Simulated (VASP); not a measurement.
# MoS2 in VASP: notebook

The runs below take MoS2 through single point, relaxation of cell and atoms, with LDA.

All numbers are computed with VASP 6.6.1; they aren't measurements. Logs are shortened: lines on timing, memory, paths and dates and some standing lists are left out, and cuts for length are marked.

## 1. The cell of the first run

The cell holds a slab with vacuum, 3 atoms: a = 3.120 Å, b = 3.120 Å, c = 17.339 Å, α = 90.00°, β = 90.00°, γ = 120.00°.

## 2. Single point, LDA

INCAR

```
SYSTEM = MoS2
PREC = Accurate ; ENCUT = 500
EDIFF = 1E-6 ; ISMEAR = 1
SIGMA = 0.05 ; LREAL = .False.
LASPH = .True. ; NELM = 120
ALGO = Normal ; ISIF = 2
LWAVE = .False. ; LCHARG = .True.
LELF = .True. ; LVHAR = .True.
NBANDS = 20 ; GGA_COMPAT = .False.
```

KPOINTS

```
regular mesh
0
Gamma
  10 10 2
  0 0 0
```

POSCAR

```
MoS2
1.0
    3.1200215548      0.0000000000      0.0000000000
   -1.5600107774      2.7020179268      0.0000000000
    0.0000000000      0.0000000000     17.3388782257
Mo S
1 2
Direct
    0.0000000000      0.0000000000      0.0000000000
    0.3333333333      0.6666666667      0.0895549396
    0.3333333333      0.6666666667      0.9104450604
```

Potentials or basis: VASP PAW LDA potentials, release 64 (Mo_sv, S).

On the command line:

```sh
cat potpaw_LDA.64/Mo_sv/POTCAR potpaw_LDA.64/S/POTCAR > POTCAR
mpirun -np 1 vasp_std > vasp.out
```

OUTCAR:

```text
SYSTEM = MoS2
   PREC = Accurate
   ENCUT = 500
   EDIFF = 1E-6
   ISMEAR = 1
   LREAL = .False.
   LASPH = .True.
   NELM = 120
   ISIF = 2

 ion  position               nearest neighbor table
   1  0.000  0.000  0.000-   2 2.38   3 2.38   2 2.38   3 2.38   2 2.38   3 2.38
   2  0.333  0.667  0.090-   1 2.38   1 2.38   1 2.38
   3  0.333  0.667  0.910-   1 2.38   1 2.38   1 2.38

  LATTYP: Found a hexagonal cell.
 ALAT       =     3.1200215548
 C/A-ratio  =     5.5572943716

  Lattice vectors:

 A1 = (   3.1200215548,   0.0000000000,   0.0000000000)
 A2 = (  -1.5600107774,   2.7020179268,   0.0000000000)
 A3 = (   0.0000000000,   0.0000000000,  17.3388782257)

Analysis of symmetry for initial positions (statically):
=====================================================================
 Subroutine PRICEL returns:
 Original cell was already a primitive cell.

 Routine SETGRP: Setting up the symmetry group for a
 hexagonal supercell.

 Subroutine GETGRP returns: Found 12 space group operations
 (whereof 12 operations were pure point group operations)
 out of a pool of 24 trial point group operations.

The static configuration has the point symmetry D_3h.

Analysis of symmetry for dynamics (positions and initial velocities):
=====================================================================
 Subroutine PRICEL returns:
 Original cell was already a primitive cell.

 Routine SETGRP: Setting up the symmetry group for a
 hexagonal supercell.

 Subroutine GETGRP returns: Found 12 space group operations
 (whereof 12 operations were pure point group operations)
 out of a pool of 24 trial point group operations.

The dynamic configuration has the point symmetry D_3h.

 Subroutine INISYM returns: Found 12 space group operations
 (whereof 12 operations are pure point group operations),
 and found     1 'primitive' translations

----------------------------------------------------------------------------------------

                                     Primitive cell

  volume of cell :     146.1729

  direct lattice vectors                    reciprocal lattice vectors
     3.120021555  0.000000000  0.000000000     0.320510606  0.185046885  0.000000000
    -1.560010777  2.702017927  0.000000000     0.000000000  0.370093770  0.000000000
     0.000000000  0.000000000 17.338878226     0.000000000  0.000000000  0.057673858

  length of vectors
     3.120021555  3.120021555 17.338878226     0.370093770  0.370093770  0.057673858

  position of ions in fractional coordinates (direct lattice)
     0.000000000  0.000000000  0.000000000
     0.333333333  0.666666667  0.089554940
     0.333333333  0.666666667  0.910445060

  ion indices of the primitive-cell ions
   primitive index   ion index
                 1           1
                 2           2
                 3           3

----------------------------------------------------------------------------------------

 KPOINTS: regular mesh

Automatic generation of k-mesh.
 Grid dimensions read from file:
 generate k-points for:   10   10    2

 Generating k-lattice:

  Cartesian coordinates                     Fractional coordinates (reciprocal lattice)
     0.032051061  0.018504688  0.000000000     0.100000000 -0.000000000  0.000000000
     0.000000000  0.037009377  0.000000000     0.000000000  0.100000000  0.000000000
     0.000000000  0.000000000  0.028836929     0.000000000  0.000000000  0.500000000

  Length of vectors
     0.037009377  0.037009377  0.028836929

  Shift w.r.t. Gamma in fractional coordinates (k-lattice)
     0.000000000  0.000000000  0.000000000

 Subroutine IBZKPT returns following result:
 ===========================================

 Found     28 irreducible k-points:

 Following reciprocal coordinates:
            Coordinates               Weight
  0.000000  0.000000  0.000000      1.000000
  0.100000  0.000000  0.000000      6.000000
  0.200000  0.000000  0.000000      6.000000
  0.300000  0.000000  0.000000      6.000000
  0.400000  0.000000  0.000000      6.000000
  0.500000 -0.000000  0.000000      3.000000
[... 16 lines left out ...]
  0.300000  0.100000  0.500000     12.000000
  0.400000  0.100000  0.500000     12.000000
 [... further k-points ...]
   k-points           NKPTS =     28   k-points in BZ     NKDIM =     28   number of bands    NBANDS=     20
   number of dos      NEDOS =    301   number of ions     NIONS =      3
   total plane-waves  NPLWV =  72576
   dimension x,y,z NGX =    24 NGY =   24 NGZ =  126
   dimension x,y,z NGXF=    48 NGYF=   48 NGZF=  252
   ions per type =               1   2
   NGX,Y,Z   is equivalent  to a cutoff of  12.79, 12.79, 12.08 a.u.
   NGXF,Y,Z  is equivalent  to a cutoff of  25.58, 25.58, 24.16 a.u.
 SYSTEM =  MoS2
   PREC   = accura    normal or accurate (medium, high low for compatibility)
   ISTART =      0    job   : 0-new  1-cont  2-samecut
   ICHARG =      2    charge: 1-file 2-atom 10-const
   ISPIN  =      1    spin polarized calculation?
   LNONCOLLINEAR =      F non collinear calculations
   LSORBIT =      F    spin-orbit coupling
   LASPH  =      T    aspherical Exc in radial PAW
   ENCUT  =  500.0 eV  36.75 Ry    6.06 a.u.   5.69  5.69 31.61*2*pi/ulx,y,z
   NELM   =    120;   NELMIN=  2; NELMDL= -5     # of ELM steps
   EDIFF  = 0.1E-05   stopping-criterion for ELM
   LREAL  =      F    real-space projection
   EDIFFG = 0.1E-04   stopping-criterion for IOM
   NSW    =      0    number of steps for IOM
   IBRION =     -1    ionic relax: 0-MD 1-quasi-New 2-CG
   NFREE  =      0    steps in history (QN), initial steepest desc. (CG)
   ISIF   =      2    stress and relaxation
   ISYM   =      2    0-nonsym 1-usesym 2-fastsym
   POTIM  = 0.5000    time-step for ionic-motion
   TEBEG  =    0.0;   TEEND  =   0.0 temperature during run
   PSTRESS=    0.0 pullay stress
   NELECT =      26.0000    total number of electrons
   NUPDOWN=      -1.0000    fix difference up-down
   EMIN   =  10.00;   EMAX   =-10.00  energy-range for DOS
   EFERMI =   0.00;   METHOD = LEGACY
   ISMEAR =     1;   SIGMA  =   0.05  broadening in eV -4-tet -1-fermi 0-gaus
   EFERMI_NEDOS =   21; number of points for ismear=-14 and -15
   IALGO  =     38    algorithm
   IMIX   =      4    mixing-type and parameters
     AMIX     =   0.40;   BMIX     =  1.00
     AMIX_MAG =   1.60;   BMIX_MAG =  1.00
  volume/ion in A,a.u.               =      48.72       328.81
  Fermi-wavevector in a.u.,A,eV,Ry     =   0.920683  1.739839 11.533088  0.847658
  Thomas-Fermi vector in A             =   2.046016
   LORBIT       =      0    0 simple, 1 ext, 2 COOP (PROOUT), +10 PAW based schemes
   GGA     = CA    functional components
   LHFCALC =     F    Hartree Fock is set to
   AEXX    =    0.0000 exact exchange contribution
   IVDW    =     0    specifies the selected vdW correction
   LEPSILON=     F    determine dielectric tensor
   LRPA    =     F    only Hartree local field effects (RPA)
 non-spin polarized calculation
 Methfessel and Paxton  Order N= 1 SIGMA  =   0.05
  energy-cutoff  :      500.00
  volume of cell :      146.17
 maximum number of plane-waves:      3748
 NGX is ok and might be reduce to    24
   NGX = 11   NGY = 11   NGZ = 63

 number of electron      25.9999999 magnetization

 Free energy of the ion-electron system (eV)
  ---------------------------------------------------
  ext. energy  EPLUGINS =         0.00000000
  ---------------------------------------------------
  free energy    TOTEN  =       -24.36629062 eV

  energy without entropy =      -24.36663173  energy(sigma->0) =      -24.36640432

 E-fermi :  -1.5422     XC(G=0):  -4.5720

 val. band max:       -1.5707822016   @ k =   0.0000   0.0000   0.0000
 cond. band min:       0.5472556038   @ k =   0.3000   0.3000   0.5000
 fundamental gap:      2.1180378054
 Fermi energy:        -1.5421809279

 k-point     1 :       0.0000    0.0000    0.0000
  band No.  band energies     occupation
      1     -61.8671      2.00000
      2     -36.2638      2.00000
      3     -35.9670      2.00000
      4     -35.9670      2.00000
      5     -15.7018      2.00000
      6     -14.3054      2.00000
[... 12 lines left out ...]
     19       4.3958      0.00000
     20       4.9954      0.00000

 k-point     2 :       0.1000    0.0000    0.0000
  band No.  band energies     occupation
      1     -61.8622      2.00000
      2     -36.2546      2.00000
      3     -36.0133      2.00000
      4     -35.9775      2.00000
      5     -15.5397      2.00000
      6     -14.2406      2.00000
[... 12 lines left out ...]
     19       4.5956      0.00000
     20       5.5242      0.00000

 k-point     3 :       0.2000    0.0000    0.0000
  band No.  band energies     occupation
      1     -61.8496      2.00000
      2     -36.2305      2.00000
      3     -36.1327      2.00000
      4     -36.0046      2.00000
      5     -15.0892      2.00000
      6     -14.0614      2.00000
[... 12 lines left out ...]
     19       5.1603      0.00000
     20       6.1546      0.00000

 k-point     4 :       0.3000    0.0000    0.0000
  band No.  band energies     occupation
      1     -61.8338      2.00000
      2     -36.2774      2.00000
      3     -36.2006      2.00000
      4     -36.0380      2.00000
      5     -14.4614      2.00000
      6     -13.8161      2.00000
[... 12 lines left out ...]
     19       5.9138      0.00000
     20       6.8068      0.00000

 k-point     5 :       0.4000    0.0000    0.0000
  band No.  band energies     occupation
      1     -61.8211      2.00000
      2     -36.3923      2.00000
      3     -36.1763      2.00000
      4     -36.0648      2.00000
      5     -13.8634      2.00000
      6     -13.5923      2.00000
[... 12 lines left out ...]
     19       6.2733      0.00000
     20       6.5167      0.00000
[... 353 lines left out ...]
      6     -14.1182      2.00000
[... 12 lines left out ...]
     19       4.8985      0.00000
     20       6.1101      0.00000

 k-point    22 :       0.2000    0.1000    0.5000
  band No.  band energies     occupation
      1     -61.8393      2.00000
      2     -36.2166      2.00000
      3     -36.2110      2.00000
      4     -36.0380      2.00000
      5     -14.6903      2.00000
      6     -13.9024      2.00000
[... 12 lines left out ...]
     19       5.5727      0.00000
     20       6.8061      0.00000

 k-point    23 :       0.3000    0.1000    0.5000
  band No.  band energies     occupation
      1     -61.8250      2.00000
      2     -36.3378      2.00000
      3     -36.1839      2.00000
      4     -36.0766      2.00000
      5     -14.0646      2.00000
      6     -13.6585      2.00000
[... 12 lines left out ...]
     19       6.4014      0.00000
     20       6.6880      0.00000

 k-point    24 :       0.4000    0.1000    0.5000
  band No.  band energies     occupation
      1     -61.8162      2.00000
      2     -36.4116      2.00000
      3     -36.1671      2.00000
      4     -36.1003      2.00000
      5     -13.6133      2.00000
      6     -13.4889      2.00000
[... 12 lines left out ...]
     19       7.0111      0.00000
     20       7.2092      0.00000

 [... further k-points ...]

------------------------ aborting loop because EDIFF is reached ----------------------------------------

  FORCE on cell =-STRESS in cart. coord.  units (eV):
  Direction    XX          YY          ZZ          XY          YZ          ZX
  --------------------------------------------------------------------------------------
  -------------------------------------------------------------------------------------
  Total        0.0432832      0.0432832      0.0234329      0.0000000      0.0000000      0.0000000
  in kB        0.4744203      0.4744203      0.2568444      0.0000000      0.0000000      0.0000000
  external PRESSURE =       0.4018950 kB  Pullay stress =       0.0000000 kB

 VOLUME and BASIS-vectors are now :
 -----------------------------------------------------------------------------
  energy-cutoff  :      500.00
  volume of cell :      146.17
      direct lattice vectors                 reciprocal lattice vectors
     3.120021555  0.000000000  0.000000000     0.320510606  0.185046885  0.000000000
    -1.560010777  2.702017927  0.000000000     0.000000000  0.370093770  0.000000000
     0.000000000  0.000000000 17.338878226     0.000000000  0.000000000  0.057673858

 POSITION                                       TOTAL-FORCE (eV/Angst)
 -----------------------------------------------------------------------------------
      0.00000      0.00000      0.00000        -0.000000      0.000000      0.000000
     -0.00000      1.80135      1.55278         0.000000     -0.000000      0.016199
     -0.00000      1.80135     15.78610         0.000000      0.000000     -0.016199
 -----------------------------------------------------------------------------------
    total drift:                                0.000000     -0.000000     -0.000000

  FREE ENERGIE OF THE ION-ELECTRON SYSTEM (eV)
  ---------------------------------------------------
  free  energy   TOTEN  =       -24.3662906160 eV

  energy  without entropy=      -24.3666317308  energy(sigma->0) =      -24.36640432
```

Wall time 2.3 min (1 thread of AMD EPYC 7R13 (Zen 3), shared host); peak memory 0.21 GiB.

Results:

- Free energy: -24.3663 eV
- Largest force: 0.016 eV/Å
- Band gap on the k mesh: 2.12 eV, indirect (least direct gap 2.13 eV)

Forces in eV/Å, atoms in the order of the input:
```
Mo   0.000  0.000  0.000
S    0.000  0.000  0.016
S    0.000  0.000 -0.016
```

Levels at points of the mesh, in eV from the valence-band top:
| k point | band 10 | band 11 | band 12 | band 13 | band 14 | band 15 | band 16 | band 17 |
| --- | --- | --- | --- | --- | --- | --- | --- | --- |
| (0.00, 0.00, 0.00) | -1.78 | -1.34 | -1.34 | 0.00 | 3.07 | 3.07 | 3.36 | 3.36 |
| (0.50, 0.00, 0.00) | -3.12 | -1.81 | -0.72 | -0.52 | 2.59 | 3.09 | 4.10 | 4.69 |
| (0.00, 0.00, 0.50) | -1.78 | -1.34 | -1.34 | 0.00 | 3.07 | 3.07 | 3.36 | 3.36 |
| (0.50, 0.00, 0.50) | -3.12 | -1.81 | -0.72 | -0.52 | 2.59 | 3.09 | 4.10 | 4.69 |

(Part 1 of 2 ends here.)
